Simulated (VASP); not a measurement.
# Sc2Ga5As (P4/nmm) in VASP: a series of runs

Sc2Ga5As is run at these levels: PBE; tasks: single point, relaxation of cell and atoms.

All numbers are computed with VASP 6.6.1; they aren't measurements. Logs are shortened: lines on timing, memory, paths and dates and some standing lists are left out, and cuts for length are marked.

### 1 The cell of the first run

The structure is tetragonal, space group P4/nmm (No. 129). Conventional cell: a = 4.054 Å, b = 4.054 Å, c = 17.936 Å, α = 90.00°, β = 90.00°, γ = 90.00°. Within 3.5 Å of Sc (site symmetry 4mm) lie 5 As at 2.69 to 2.87 Å and 4 Ga at 2.97 Å. Sc (site symmetry 4mm) has 12 Ga at 2.82 to 3.00 Å within 3.7 Å. Within 3.7 Å of Ga (site symmetry 2mm) lie 4 Sc at 2.82 to 2.97 Å and 6 Ga at 2.87 to 3.01 Å and 2 As at 2.91 Å. Within 3.7 Å of Ga (site symmetry 4mm) lie 8 Ga at 2.82 to 3.01 Å and 4 Sc at 2.88 Å. Within 3.5 Å of Ga (site symmetry 2mm) lie 7 Ga at 2.62 to 2.87 Å and 2 Sc at 3.00 Å. As (site symmetry 4mm) has 5 Sc at 2.69 to 2.87 Å and 4 Ga at 2.91 Å within 3.5 Å.

### 2 Single point, PBE

INCAR reads:

```
SYSTEM = Sc2Ga5As
PREC = Accurate ; ENCUT = 520
EDIFF = 1E-6 ; ISMEAR = 0
SIGMA = 0.2 ; LREAL = Auto
LASPH = .TRUE. ; NELM = 100
ALGO = Fast ; ISIF = 2
LWAVE = .FALSE. ; LCHARG = .FALSE.
GGA = PE ; NBANDS = 106
```

KPOINTS reads:

```
Automatic mesh
0
G
  4 4 1
  0 0 0
```

POSCAR reads:

```
Sc2Ga5As
1.0
    4.0544221653      0.0000000000      0.0000000000
    0.0000000000      4.0544221653      0.0000000000
    0.0000000000      0.0000000000     17.9364008126
Sc Ga As
4 10 2
Direct
    0.0000000000      0.5000000000      0.9272208495
    0.5000000000      0.0000000000      0.0727791505
    0.5000000000      0.0000000000      0.3035594333
    0.0000000000      0.5000000000      0.6964405667
    0.0000000000      0.0000000000      0.1939534333
    0.5000000000      0.5000000000      0.1939534333
    0.5000000000      0.5000000000      0.8060465667
    0.0000000000      0.0000000000      0.8060465667
    0.0000000000      0.5000000000      0.3179316719
    0.5000000000      0.5000000000      0.5731337925
    0.5000000000      0.5000000000      0.4268662075
    0.0000000000      0.0000000000      0.5731337925
    0.0000000000      0.0000000000      0.4268662075
    0.5000000000      0.0000000000      0.6820683281
    0.0000000000      0.5000000000      0.0772508540
    0.5000000000      0.0000000000      0.9227491460
```

Potentials or basis: VASP PAW PBE potentials, release 64 (Sc_sv, Ga_d, As).

Launch:

```console
$ cat potpaw_PBE.64/Sc_sv/POTCAR potpaw_PBE.64/Ga_d/POTCAR potpaw_PBE.64/As/POTCAR > POTCAR
$ mpirun -np 1 vasp_std > vasp.out
```

OUTCAR:

```text
SYSTEM = Sc2Ga5As
   PREC = Accurate
   ENCUT = 520
   EDIFF = 1E-6
   ISMEAR = 0
   LREAL = Auto
   LASPH = .TRUE.
   NELM = 100
   ISIF = 2
   GGA = PE

 ion  position               nearest neighbor table
   1  0.000  0.500  0.927-  15 2.69  16 2.87  16 2.87  16 2.87  16 2.87   7 2.97   7 2.97   8 2.97
                             8 2.97
   2  0.500  0.000  0.073-  16 2.69  15 2.87  15 2.87  15 2.87  15 2.87   5 2.97   5 2.97   6 2.97
                             6 2.97
   3  0.500  0.000  0.304-   5 2.82   6 2.82   6 2.82   5 2.82   9 2.88   9 2.88   9 2.88   9 2.88
                            11 3.00  13 3.00  13 3.00  11 3.00
   4  0.000  0.500  0.696-   7 2.82   8 2.82   8 2.82   7 2.82  14 2.88  14 2.88  14 2.88  14 2.88
                            12 3.00  10 3.00  12 3.00  10 3.00
   5  0.000  0.000  0.194-   3 2.82   3 2.82   6 2.87   6 2.87   6 2.87   6 2.87  15 2.91  15 2.91
                             2 2.97   2 2.97
   6  0.500  0.500  0.194-   3 2.82   3 2.82   5 2.87   5 2.87   5 2.87   5 2.87  15 2.91  15 2.91
                             2 2.97   2 2.97
   7  0.500  0.500  0.806-   4 2.82   4 2.82   8 2.87   8 2.87   8 2.87   8 2.87  16 2.91  16 2.91
                             1 2.97   1 2.97
   8  0.000  0.000  0.806-   4 2.82   4 2.82   7 2.87   7 2.87   7 2.87   7 2.87  16 2.91  16 2.91
                             1 2.97   1 2.97
   9  0.000  0.500  0.318-  11 2.82  13 2.82  13 2.82  11 2.82   3 2.88   3 2.88   3 2.88   3 2.88
[... 11 lines left out ...]
  15  0.000  0.500  0.077-   1 2.69   2 2.87   2 2.87   2 2.87   2 2.87   5 2.91   6 2.91   6 2.91
                             5 2.91
  16  0.500  0.000  0.923-   2 2.69   1 2.87   1 2.87   1 2.87   1 2.87   7 2.91   8 2.91   8 2.91
                             7 2.91

  LATTYP: Found a simple tetragonal cell.
 ALAT       =     4.0544221653
 C/A-ratio  =     4.4239105059

  Lattice vectors:

 A1 = (   4.0544221653,   0.0000000000,   0.0000000000)
 A2 = (   0.0000000000,   4.0544221653,   0.0000000000)
 A3 = (   0.0000000000,   0.0000000000,  17.9364008126)

Analysis of symmetry for initial positions (statically):
=====================================================================
 Subroutine PRICEL returns:
 Original cell was already a primitive cell.

 Routine SETGRP: Setting up the symmetry group for a
 simple tetragonal supercell.

 Subroutine GETGRP returns: Found 16 space group operations
 (whereof  8 operations were pure point group operations)
 out of a pool of 16 trial point group operations.

The static configuration has the point symmetry D_2d.
 The point group associated with its full space group is D_4h.

Analysis of symmetry for dynamics (positions and initial velocities):
=====================================================================
 Subroutine PRICEL returns:
[... 130 lines left out ...]
   NELECT =     184.0000    total number of electrons
   NUPDOWN=      -1.0000    fix difference up-down
   EMIN   =  10.00;   EMAX   =-10.00  energy-range for DOS
   EFERMI =   0.00;   METHOD = LEGACY
   ISMEAR =     0;   SIGMA  =   0.20  broadening in eV -4-tet -1-fermi 0-gaus
   EFERMI_NEDOS =   21; number of points for ismear=-14 and -15
   IALGO  =     68    algorithm
   IMIX   =      4    mixing-type and parameters
     AMIX     =   0.40;   BMIX     =  1.00
     AMIX_MAG =   1.60;   BMIX_MAG =  1.00
  volume/ion in A,a.u.               =      18.43       124.36
  Fermi-wavevector in a.u.,A,eV,Ry     =   1.398996  2.643718 26.629170  1.957189
  Thomas-Fermi vector in A             =   2.522099
   LORBIT       =      0    0 simple, 1 ext, 2 COOP (PROOUT), +10 PAW based schemes
   GGA     = PE    functional components
   LHFCALC =     F    Hartree Fock is set to
   AEXX    =    0.0000 exact exchange contribution
   IVDW    =     0    specifies the selected vdW correction
   LEPSILON=     F    determine dielectric tensor
   LRPA    =     F    only Hartree local field effects (RPA)
 non-spin polarized calculation
 RMM-DIIS sequential band-by-band and
 Gauss-broadening in eV      SIGMA  =   0.20
  energy-cutoff  :      520.00
  volume of cell :      294.84
 maximum number of plane-waves:      7975
   NGX = 15   NGY = 15   NGZ = 67

 number of electron     184.0000138 magnetization

 Free energy of the ion-electron system (eV)
  ---------------------------------------------------
  ext. energy  EPLUGINS =         0.00000000
  ---------------------------------------------------
  free energy    TOTEN  =       -71.54222375 eV

  energy without entropy =      -71.41231315  energy(sigma->0) =      -71.47726845

 E-fermi :   5.8696     XC(G=0): -11.0472

 val. band max:        5.6497586955   @ k =   0.2500   0.0000   0.0000
 cond. band min:       5.8852817085   @ k =   0.5000   0.0000   0.0000
 fundamental gap:      0.2355230130
 Fermi energy:         5.8696361373

 k-point     1 :       0.0000    0.0000    0.0000
  band No.  band energies     occupation
      1     -43.9899      2.00000
      2     -43.9853      2.00000
      3     -43.3695      2.00000
      4     -43.3695      2.00000
      5     -22.6518      2.00000
      6     -22.6467      2.00000
[... 631 lines left out ...]
    103       8.1338      0.00000
    104       8.3066      0.00000
 [bands above 104 left out]

------------------------ aborting loop because EDIFF is reached ----------------------------------------

  FORCE on cell =-STRESS in cart. coord.  units (eV):
  Direction    XX          YY          ZZ          XY          YZ          ZX
  --------------------------------------------------------------------------------------
  -------------------------------------------------------------------------------------
  Total        0.3612510      0.3612510      0.1254065      0.0000000      0.0000000     -0.0000000
  in kB        1.9630279      1.9630279      0.6814556      0.0000000      0.0000000     -0.0000000
  external PRESSURE =       1.5358371 kB  Pullay stress =       0.0000000 kB

 VOLUME and BASIS-vectors are now :
 -----------------------------------------------------------------------------
  energy-cutoff  :      520.00
  volume of cell :      294.84
      direct lattice vectors                 reciprocal lattice vectors
     4.054422165  0.000000000  0.000000000     0.246644271  0.000000000  0.000000000
     0.000000000  4.054422165  0.000000000     0.000000000  0.246644271  0.000000000
     0.000000000  0.000000000 17.936400813     0.000000000  0.000000000  0.055752545

 POSITION                                       TOTAL-FORCE (eV/Angst)
 -----------------------------------------------------------------------------------
      0.00000      2.02721     16.63100         0.000000      0.000000     -0.002857
      2.02721      0.00000      1.30540         0.000000     -0.000000      0.002857
      2.02721      0.00000      5.44476         0.000000     -0.000000      0.003843
      0.00000      2.02721     12.49164         0.000000     -0.000000     -0.003843
      0.00000      0.00000      3.47883         0.000000      0.000000     -0.007123
      2.02721      2.02721      3.47883         0.000000     -0.000000     -0.007123
[... 8 lines left out ...]
      0.00000      2.02721      1.38560         0.000000     -0.000000     -0.043459
      2.02721      0.00000     16.55080         0.000000     -0.000000      0.043459
 -----------------------------------------------------------------------------------
    total drift:                                0.000000     -0.000000      0.000000

  FREE ENERGIE OF THE ION-ELECTRON SYSTEM (eV)
  ---------------------------------------------------
  free  energy   TOTEN  =       -71.5422237464 eV

  energy  without entropy=      -71.4123131472  energy(sigma->0) =      -71.47726845
```

OSZICAR:

```text
N       E                     dE             d eps       ncg     rms          rms(c)
DAV:   1     0.294267368818E+04    0.29427E+04   -0.77720E+04  1292   0.294E+03
DAV:   2     0.547190655627E+03   -0.23955E+04   -0.23207E+04  1360   0.900E+02
DAV:   3     0.409222428006E+01   -0.54310E+03   -0.52417E+03  1450   0.361E+02
[... 18 lines left out ...]
RMM:  22    -0.715422162706E+02   -0.39837E-05   -0.43097E-05   999   0.728E-03    0.101E-03
RMM:  23    -0.715422207218E+02   -0.44511E-05   -0.43925E-05   977   0.537E-03    0.998E-04
RMM:  24    -0.715422219717E+02   -0.12499E-05   -0.13278E-05   948   0.428E-03    0.868E-04
RMM:  25    -0.715422232965E+02   -0.13248E-05   -0.13826E-05   926   0.339E-03    0.152E-04
RMM:  26    -0.715422237464E+02   -0.44988E-06   -0.43263E-06   875   0.254E-03
   1 F= -.71542224E+02 E0= -.71477268E+02  d E =-.129911E+00
```

stdout:

```text
POSCAR found type information on POSCAR ScGaAs
 POSCAR found :  3 types and      16 ions
 scaLAPACK will be used
 LDA part: xc-table for (Slater+PW92), standard interpolation
 POSCAR, INCAR and KPOINTS ok, starting setup
 FFT: planning ... GRIDC
 FFT: planning ... GRID_SOFT
 FFT: planning ... GRID
 WAVECAR not read
 entering main loop
```

Run time: 4.1 min. Hardware: 1 thread of Intel Xeon 6975P-C (Granite Rapids), shared host; peak memory 0.43 GiB.

Results:

| Quantity | Value |
| --- | --- |
| Free energy | -71.5422 eV |
| Pressure | 0.2 GPa |
| Largest force | 0.054 eV/Å |
| Band gap on the k mesh | zero (bands 92 and 93 overlap by 0.79 eV) |

Forces in eV/Å, atoms in the order of the input:
```
Sc   0.000  0.000 -0.003
Sc   0.000  0.000  0.003
Sc   0.000  0.000  0.004
Sc   0.000  0.000 -0.004
Ga   0.000  0.000 -0.007
Ga   0.000  0.000 -0.007
Ga   0.000  0.000  0.007
Ga   0.000  0.000  0.007
Ga   0.000  0.000  0.019
Ga   0.000  0.000 -0.054
Ga   0.000  0.000  0.054
Ga   0.000  0.000 -0.054
Ga   0.000  0.000  0.054
Ga   0.000  0.000 -0.019
As   0.000  0.000 -0.043
As   0.000  0.000  0.043
```

Caveat: the k points lie up to 0.39 Å⁻¹ apart, too coarse for converged energies and pressures of a metal.

### 3 Relaxation of cell and atoms, PBE

This run uses another cell than the first one, of 18.30 Å³/atom.

INCAR reads:

```
SYSTEM = Sc2Ga5As
  PREC = Accurate
  ENCUT = 600
  EDIFF = 1E-6
  ISMEAR = 0
  SIGMA = 0.2
  LREAL = Auto
  LASPH = .TRUE.
  NELM = 60
  ALGO = Fast
  ISIF = 3
  LWAVE = .FALSE.
  LCHARG = .FALSE.
  GGA = PE
  IBRION = 2
  NSW = 36
  EDIFFG = -0.08
```

KPOINTS is that of step 2.

POSCAR reads:

```
Sc2Ga5As
1.0
    4.0500000000      0.0000000000      0.0000000000
    0.0000000000      4.0500000000      0.0000000000
    0.0000000000      0.0000000000     17.8500000000
Sc Ga As
4 10 2
Direct
    0.0000000000      0.5000000000      0.9250000000
    0.5000000000      0.0000000000      0.0750000000
    0.5000000000      0.0000000000      0.3050000000
    0.0000000000      0.5000000000      0.6950000000
    0.0000000000      0.0000000000      0.1900000000
    0.5000000000      0.5000000000      0.1900000000
    0.5000000000      0.5000000000      0.8100000000
    0.0000000000      0.0000000000      0.8100000000
    0.0000000000      0.5000000000      0.3050000000
    0.5000000000      0.5000000000      0.5800000000
    0.5000000000      0.5000000000      0.4200000000
    0.0000000000      0.0000000000      0.5800000000
    0.0000000000      0.0000000000      0.4200000000
    0.5000000000      0.0000000000      0.6950000000
    0.0000000000      0.5000000000      0.0750000000
    0.5000000000      0.0000000000      0.9250000000
```

Potentials or basis: VASP PAW PBE potentials, release 64 (Sc_sv, Ga_d, As).

Launch:

```console
$ cat potpaw_PBE.64/Sc_sv/POTCAR potpaw_PBE.64/Ga_d/POTCAR potpaw_PBE.64/As/POTCAR > POTCAR
$ mpirun -np 1 vasp_std > vasp.out
```

It took 22 min on 1 thread of Intel Xeon 6975P-C (Granite Rapids), shared host; peak memory 0.52 GiB.

The run converged. Its results:

```yaml
Free_energy: -71.5359 eV
Relaxed_volume: 18.42 Å³/atom
Relaxed_cell: a = 4.054 Å, b = 4.054 Å, c = 17.927 Å, α = 90.00°, β = 90.00°, γ = 90.00°
Space_group_after_relaxing_to_0.1_Å: P4/nmm (No. 129)
Energy_gained_by_relaxing: 23.5 meV/atom
Ionic_steps: 11
Pressure_after_relaxing: 0.3 GPa
Largest_force_after_relaxing: 0.054 eV/Å
Band_gap_on_the_k_mesh: zero (bands 92 and 93 overlap by 0.79 eV)
```

Forces in eV/Å, atoms in the order of the input:
```
Sc   0.000  0.000 -0.053
Sc   0.000  0.000  0.053
Sc   0.000  0.000  0.011
Sc   0.000  0.000 -0.011
Ga   0.000  0.000  0.054
Ga   0.000  0.000  0.054
Ga   0.000  0.000 -0.054
Ga   0.000  0.000 -0.054
Ga   0.000  0.000 -0.005
Ga   0.000  0.000 -0.044
Ga   0.000  0.000  0.044
Ga   0.000  0.000 -0.044
Ga   0.000  0.000  0.044
Ga   0.000  0.000  0.005
As   0.000  0.000  0.036
As   0.000  0.000 -0.036
```

Step by step:
| step | energy change (eV) | largest force (eV/Å) | pressure (GPa) | volume (Å³) |
| --- | --- | --- | --- | --- |
| 1 | 0.0000 | 0.9848 | 1.43 | 292.78 |
| 2 | -0.1941 | 0.3832 | -0.56 | 299.78 |
| 3 | -0.2153 | 0.3830 | -1.31 | 302.92 |
| 4 | -0.2779 | 0.3805 | -0.23 | 297.62 |
| 5 | -0.2853 | 0.3796 | 0.39 | 295.12 |
| 6 | -0.3159 | 0.3083 | 0.25 | 295.13 |
| 7 | -0.3470 | 0.2142 | 0.13 | 295.16 |
| 8 | -0.3508 | 0.1995 | 0.09 | 295.17 |
| 9 | -0.3701 | 0.1054 | -0.10 | 295.97 |
| 10 | -0.3716 | 0.1008 | -0.18 | 296.22 |
| 11 | -0.3757 | 0.0540 | 0.25 | 294.69 |

Final structure:
```
Sc Ga As
1.0
     4.05446    0.00000    0.00000
     0.00000    4.05446    0.00000
     0.00000    0.00000   17.92682
Sc Ga As
4 10 2
Direct
  0.00000 0.50000 0.92785
  0.50000 0.00000 0.07215
  0.50000 0.00000 0.30278
  0.00000 0.50000 0.69722
  0.00000 0.00000 0.19266
  0.50000 0.50000 0.19266
  0.50000 0.50000 0.80734
  0.00000 0.00000 0.80734
  0.00000 0.50000 0.31782
  0.50000 0.50000 0.57325
  0.50000 0.50000 0.42675
  0.00000 0.00000 0.57325
  0.00000 0.00000 0.42675
  0.50000 0.00000 0.68218
  0.00000 0.50000 0.07668
  0.50000 0.00000 0.92332
```

Levels at points of the mesh, in eV from the Fermi level:
```
           k point  band 87  band 88  band 89  band 90  band 91  band 92  band 93  band 94  band 95  band 96
(0.00, 0.00, 0.00)    -1.26    -0.86    -0.84    -0.84    -0.55    -0.55     0.21     0.21     0.62     1.06
(0.50, 0.00, 0.00)    -0.89    -0.89     0.02     0.02     0.06     0.06     1.26     1.26     1.31     1.31
(0.50, 0.50, 0.00)    -2.78    -2.78    -1.92    -1.92    -1.77    -1.77    -0.70    -0.70     0.85     0.85
```

Caveat: the k points lie up to 0.39 Å⁻¹ apart in the final cell, too coarse for converged energies and pressures of a metal; the relaxation stopped at a loose force limit of 0.08 eV/Å, so its end isn't a converged minimum.

The gap in the log of VASP goes by the Fermi energy; the results here count the filled bands.